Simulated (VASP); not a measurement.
# CuI (F-43m) in VASP: a series of runs, part 2 of 3

VASP 6.6.1. The steps go on from the part before.

### 3 Relaxation of cell and atoms, RPBE

The input, INCAR:

```
SYSTEM = CuI
ALGO = Normal
EDIFF = 1E-6
EDIFFG = -0.03
ENCUT = 600
GGA = RP
IBRION = 2
ISIF = 3
ISMEAR = 0
LASPH = .TRUE.
LCHARG = .FALSE.
LREAL = .FALSE.
LWAVE = .FALSE.
NELM = 100
NSW = 60
PREC = Accurate
SIGMA = 0.01
```

The input, KPOINTS:

```
k-points
0
G
  6 6 6
  0 0 0
```

The input, POSCAR:

```
CuI
1.0
    4.2871880000      0.0000000000      0.0000000000
    2.1435940000      3.7128137188      0.0000000000
    2.1435940000      1.2376045729      3.5004743438
Cu I
1 1
Direct
    0.2500000000      0.2500000000      0.2500000000
    0.0000000000      0.0000000000      0.0000000000
```

Potentials or basis: VASP PAW PBE potentials, release 64 (Cu, I).

Command:

```sh
cat potpaw_PBE.64/Cu/POTCAR potpaw_PBE.64/I/POTCAR > POTCAR
mpirun -np 1 vasp_std > vasp.out
```

OUTCAR:

```text
SYSTEM = CuI
   EDIFF = 1E-6
   EDIFFG = -0.03
   ENCUT = 600
   GGA = RP
   IBRION = 2
   ISIF = 3
   ISMEAR = 0
   LASPH = .TRUE.
   LREAL = .FALSE.
   NELM = 100
   NSW = 60
   PREC = Accurate

 ion  position               nearest neighbor table
   1  0.250  0.250  0.250-   2 2.63   2 2.63   2 2.63   2 2.63
   2  0.000  0.000  0.000-   1 2.63   1 2.63   1 2.63   1 2.63

  LATTYP: Found a face centered cubic cell.
 ALAT       =     6.0629994140

  Lattice vectors:

 A1 = (   4.2871880000,   0.0000000000,   0.0000000000)
 A2 = (   2.1435940000,   3.7128137188,   0.0000000000)
 A3 = (   2.1435940000,   1.2376045729,   3.5004743438)

Analysis of symmetry for initial positions (statically):
=====================================================================
 Subroutine PRICEL returns:
 Original cell was already a primitive cell.

 Routine SETGRP: Setting up the symmetry group for a
 face centered cubic supercell.

 Subroutine GETGRP returns: Found 24 space group operations
 (whereof 24 operations were pure point group operations)
 out of a pool of 48 trial point group operations.

The static configuration has the point symmetry T_d .

Analysis of symmetry for dynamics (positions and initial velocities):
=====================================================================
 Subroutine PRICEL returns:
 Original cell was already a primitive cell.

 Routine SETGRP: Setting up the symmetry group for a
 face centered cubic supercell.

 Subroutine GETGRP returns: Found 24 space group operations
 (whereof 24 operations were pure point group operations)
 out of a pool of 48 trial point group operations.

The dynamic configuration has the point symmetry T_d .

 Subroutine INISYM returns: Found 24 space group operations
 (whereof 24 operations are pure point group operations),
 and found     1 'primitive' translations

----------------------------------------------------------------------------------------

                                     Primitive cell

  volume of cell :      55.7189

  direct lattice vectors                    reciprocal lattice vectors
     4.287188000  0.000000000  0.000000000     0.233253125 -0.134668755 -0.095225190
     2.143594000  3.712813719  0.000000000     0.000000000  0.269337509 -0.095225190
     2.143594000  1.237604573  3.500474344     0.000000000  0.000000000  0.285675569

  length of vectors
     4.287188000  4.287188000  4.287188000     0.285675569  0.285675569  0.285675569

  position of ions in fractional coordinates (direct lattice)
     0.250000000  0.250000000  0.250000000
     0.000000000  0.000000000  0.000000000

  ion indices of the primitive-cell ions
   primitive index   ion index
                 1           1
                 2           2

----------------------------------------------------------------------------------------

 KPOINTS: k-points

Automatic generation of k-mesh.
 Grid dimensions read from file:
 generate k-points for:    6    6    6

 Generating k-lattice:

  Cartesian coordinates                     Fractional coordinates (reciprocal lattice)
     0.038875521 -0.022444792 -0.015870865     0.166666667  0.000000000  0.000000000
     0.000000000  0.044889585 -0.015870865     0.000000000  0.166666667 -0.000000000
     0.000000000  0.000000000  0.047612595     0.000000000  0.000000000  0.166666667

  Length of vectors
     0.047612595  0.047612595  0.047612595

  Shift w.r.t. Gamma in fractional coordinates (k-lattice)
     0.000000000  0.000000000  0.000000000

 Subroutine IBZKPT returns following result:
 ===========================================

 Found     16 irreducible k-points:

 Following reciprocal coordinates:
            Coordinates               Weight
  0.000000  0.000000  0.000000      1.000000
  0.166667  0.000000 -0.000000      8.000000
  0.333333  0.000000 -0.000000      8.000000
  0.500000 -0.000000 -0.000000      4.000000
  0.166667  0.166667 -0.000000      6.000000
  0.333333  0.166667 -0.000000     24.000000
[... 8 lines left out ...]
 -0.333333  0.333333  0.166667     24.000000
 -0.333333  0.500000  0.166667     12.000000
   k-points           NKPTS =     16   k-points in BZ     NKDIM =     16   number of bands    NBANDS=     13
   number of dos      NEDOS =    301   number of ions     NIONS =      2
   total plane-waves  NPLWV =  46656
   dimension x,y,z NGX =    36 NGY =   36 NGZ =   36
   dimension x,y,z NGXF=    72 NGYF=   72 NGZF=   72
   ions per type =               1   1
   NGX,Y,Z   is equivalent  to a cutoff of  13.96, 13.96, 13.96 a.u.
   NGXF,Y,Z  is equivalent  to a cutoff of  27.92, 27.92, 27.92 a.u.
 SYSTEM =  CuI
   PREC   = accura    normal or accurate (medium, high low for compatibility)
   ISTART =      0    job   : 0-new  1-cont  2-samecut
   ICHARG =      2    charge: 1-file 2-atom 10-const
   ISPIN  =      1    spin polarized calculation?
   LNONCOLLINEAR =      F non collinear calculations
   LSORBIT =      F    spin-orbit coupling
   LASPH  =      T    aspherical Exc in radial PAW
   ENCUT  =  600.0 eV  44.10 Ry    6.64 a.u.   8.56  8.56  8.56*2*pi/ulx,y,z
   NELM   =    100;   NELMIN=  2; NELMDL= -5     # of ELM steps
   EDIFF  = 0.1E-05   stopping-criterion for ELM
   LREAL  =      F    real-space projection
   EDIFFG = -.3E-01   stopping-criterion for IOM
   NSW    =     60    number of steps for IOM
   IBRION =      2    ionic relax: 0-MD 1-quasi-New 2-CG
   NFREE  =      1    steps in history (QN), initial steepest desc. (CG)
   ISIF   =      3    stress and relaxation
   ISYM   =      2    0-nonsym 1-usesym 2-fastsym
   POTIM  = 0.5000    time-step for ionic-motion
   TEBEG  =    0.0;   TEEND  =   0.0 temperature during run
   PSTRESS=    0.0 pullay stress
   NELECT =      18.0000    total number of electrons
   NUPDOWN=      -1.0000    fix difference up-down
   EMIN   =  10.00;   EMAX   =-10.00  energy-range for DOS
   EFERMI =   0.00;   METHOD = LEGACY
   ISMEAR =     0;   SIGMA  =   0.01  broadening in eV -4-tet -1-fermi 0-gaus
   EFERMI_NEDOS =   21; number of points for ismear=-14 and -15
   IALGO  =     38    algorithm
   IMIX   =      4    mixing-type and parameters
     AMIX     =   0.40;   BMIX     =  1.00
     AMIX_MAG =   1.60;   BMIX_MAG =  1.00
  volume/ion in A,a.u.               =      27.86       188.00
  Fermi-wavevector in a.u.,A,eV,Ry     =   1.123306  2.122741 17.168059  1.261817
  Thomas-Fermi vector in A             =   2.259972
   LORBIT       =      0    0 simple, 1 ext, 2 COOP (PROOUT), +10 PAW based schemes
   GGA     = RP    functional components
   LHFCALC =     F    Hartree Fock is set to
   AEXX    =    0.0000 exact exchange contribution
   IVDW    =     0    specifies the selected vdW correction
   LEPSILON=     F    determine dielectric tensor
   LRPA    =     F    only Hartree local field effects (RPA)
 conjugate gradient relaxation of ions
 non-spin polarized calculation
 Gauss-broadening in eV      SIGMA  =   0.01
  energy-cutoff  :      600.00
  volume of cell :       55.72
 maximum number of plane-waves:      1874
 NGX is ok and might be reduce to    36
   NGX = 17   NGY = 17   NGZ = 17

--------------------------------------- Ionic step        1  -------------------------------------------

 number of electron      18.0000006 magnetization

 Free energy of the ion-electron system (eV)
  ---------------------------------------------------
  ext. energy  EPLUGINS =         0.00000000
  ---------------------------------------------------
  free energy    TOTEN  =        -4.83504324 eV

  energy without entropy =       -4.83504324  energy(sigma->0) =       -4.83504324

------------------------ aborting loop because EDIFF is reached ----------------------------------------

  FORCE on cell =-STRESS in cart. coord.  units (eV):
  Direction    XX          YY          ZZ          XY          YZ          ZX
  --------------------------------------------------------------------------------------
  -------------------------------------------------------------------------------------
  Total        0.8279926      0.8279926      0.8279926     -0.0000000     -0.0000000      0.0000000
  in kB       23.8086335     23.8086335     23.8086335     -0.0000000     -0.0000000      0.0000000
  external PRESSURE =      23.8086335 kB  Pullay stress =       0.0000000 kB
[... 57 lines left out ...]
  energy  without entropy=       -4.8613722135  energy(sigma->0) =       -4.86137221

--------------------------------------- Ionic step        3  -------------------------------------------

 number of electron      17.9999995 magnetization

 Free energy of the ion-electron system (eV)
  ---------------------------------------------------
  ext. energy  EPLUGINS =         0.00000000
  ---------------------------------------------------
  free energy    TOTEN  =        -4.86148897 eV

  energy without entropy =       -4.86148897  energy(sigma->0) =       -4.86148897

 E-fermi :   3.9610     XC(G=0):  -8.3816

 val. band max:        3.8578509806   @ k =   0.0000   0.0000   0.0000
 cond. band min:       4.9616416444   @ k =   0.0000   0.0000   0.0000
 fundamental gap:      1.1037906637
 Fermi energy:         3.9610093399

 k-point     1 :       0.0000    0.0000    0.0000
  band No.  band energies     occupation
      1      -9.8096      2.00000
      2       0.5012      2.00000
      3       0.5012      2.00000
      4       0.5012      2.00000
      5       2.3027      2.00000
      6       2.3027      2.00000
      7       3.8578      2.00000
      8       3.8579      2.00000
      9       3.8579      2.00000
     10       4.9616      0.00000
     11       8.8196      0.00000
     12       8.8196      0.00000
     13       8.8196      0.00000
[... 267 lines left out ...]
  FREE ENERGIE OF THE ION-ELECTRON SYSTEM (eV)
  ---------------------------------------------------
  free  energy   TOTEN  =        -4.8614889715 eV

  energy  without entropy=       -4.8614889715  energy(sigma->0) =       -4.86148897

 reached required accuracy - stopping structural energy minimisation
```

OSZICAR:

```text
N       E                     dE             d eps       ncg     rms          rms(c)
DAV:   1     0.106128840084E+03    0.10613E+03   -0.84301E+03   416   0.165E+03
DAV:   2     0.281921396664E+01   -0.10331E+03   -0.97112E+02   441   0.283E+02
DAV:   3    -0.475228364295E+01   -0.75715E+01   -0.74590E+01   544   0.834E+01
[... 27 lines left out ...]
DAV:   3    -0.486256390218E+01    0.90967E-02   -0.54985E-02   416   0.758E+00    0.240E-01
DAV:   4    -0.486155812516E+01    0.10058E-02   -0.35975E-03   528   0.652E-01    0.817E-02
DAV:   5    -0.486151549767E+01    0.42627E-04   -0.11059E-04   579   0.225E-01    0.681E-02
DAV:   6    -0.486148832781E+01    0.27170E-04   -0.42745E-05   599   0.109E-01    0.132E-02
DAV:   7    -0.486148897147E+01   -0.64366E-06   -0.70227E-06   617   0.558E-02
   3 F= -.48614890E+01 E0= -.48614890E+01  d E =-.264457E-01
```

It took 27 s on 1 thread of Intel Xeon Platinum 8559C (Emerald Rapids), shared host; peak memory 0.21 GiB.

What came out:

- Free energy: -4.8615 eV
- Relaxed volume: 29.88 Å³/atom
- Relaxed cell: a = 4.389 Å, b = 4.389 Å, c = 4.389 Å, α = 60.00°, β = 60.00°, γ = 60.00°
- Space group after relaxing (to 0.1 Å): F-43m (No. 216)
- Energy gained by relaxing: 13.2 meV/atom
- Ionic steps: 3
- Pressure after relaxing: -0.1 GPa
- Band gap on the k mesh: 1.10 eV

The path:
| step | energy change (eV) | largest force (eV/Å) | pressure (GPa) | volume (Å³) |
| --- | --- | --- | --- | --- |
| 1 | 0.0000 | 0.0000 | 2.38 | 55.72 |
| 2 | -0.0263 | 0.0000 | 0.27 | 59.12 |
| 3 | -0.0264 | 0.0000 | -0.12 | 59.76 |

Final structure:
```yaml
crystal:
  lattice:
    - [4.38853, 0.00000, 0.00000]
    - [2.19426, 3.80058, 0.00000]
    - [2.19426, 1.26686, 3.58322]
  atoms:
    - { symbol: Cu, position: [0.25000, 0.25000, 0.25000] }
    - { symbol: I, position: [0.00000, 0.00000, 0.00000] }
```

Levels at points of the mesh, in eV from the valence-band top:
```tsv
k point	band 7	band 8	band 9	band 10	band 11	band 12
(0.00, 0.00, 0.00)	0.00	0.00	0.00	1.10	4.96	4.96
(0.50, 0.00, 0.00)	-1.49	-0.60	-0.60	2.18	5.48	5.48
(0.50, 0.50, 0.00)	-1.48	-1.25	-1.25	2.98	2.99	8.90
```

Caveat: the PAW data sets were made with another functional, which shifts forces and pressure a little; spin-orbit coupling is left out, which moves the levels of the heavy elements.

(Part 2 of 3 ends here.)
